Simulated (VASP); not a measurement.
# Ir: single point with r2SCAN

Ir:

```
Ir
1.0
     0.00000    1.92285    1.92285
     1.92285    0.00000    1.92285
     1.92285    1.92285    0.00000
Ir
1
Direct
  0.00000 0.00000 0.00000
```

```yaml
Program: VASP 6.6.1
Task: single point
Functional: r2SCAN
Potentials_or_basis: VASP PAW PBE potentials, release 64 (Ir)
Cutoff: 520 eV
k_mesh: 14 × 14 × 14
Occupations: fermi-dirac, width 0.01 eV
Spin: no spin polarisation
```

```
Pressure : 2.2 GPa
```

Levels at points of the mesh, in eV from the Fermi level:
| k point | band 1 | band 2 | band 3 | band 4 | band 5 | band 6 | band 7 | band 8 | band 9 |
| --- | --- | --- | --- | --- | --- | --- | --- | --- | --- |
| (0.00, 0.00, 0.00) | -11.37 | -3.86 | -3.86 | -3.86 | -1.17 | -1.17 | 15.22 | 21.05 | 21.05 |
| (0.50, 0.00, 0.00) | -8.25 | -4.02 | -4.02 | -0.58 | 1.03 | 1.03 | 7.72 | 14.85 | 20.88 |
| (0.50, 0.50, 0.00) | -8.04 | -7.46 | 0.94 | 1.66 | 1.66 | 1.89 | 11.11 | 12.41 | 12.41 |

It took 25 s on 1 thread of Intel(R) Xeon(R) 6975P-C (Granite Rapids), on a shared host, peak memory 0.14 GiB.

Caveat: the PAW data sets were made with another functional, which shifts forces and pressure a little; spin-orbit coupling is left out, which moves the levels of the heavy elements.
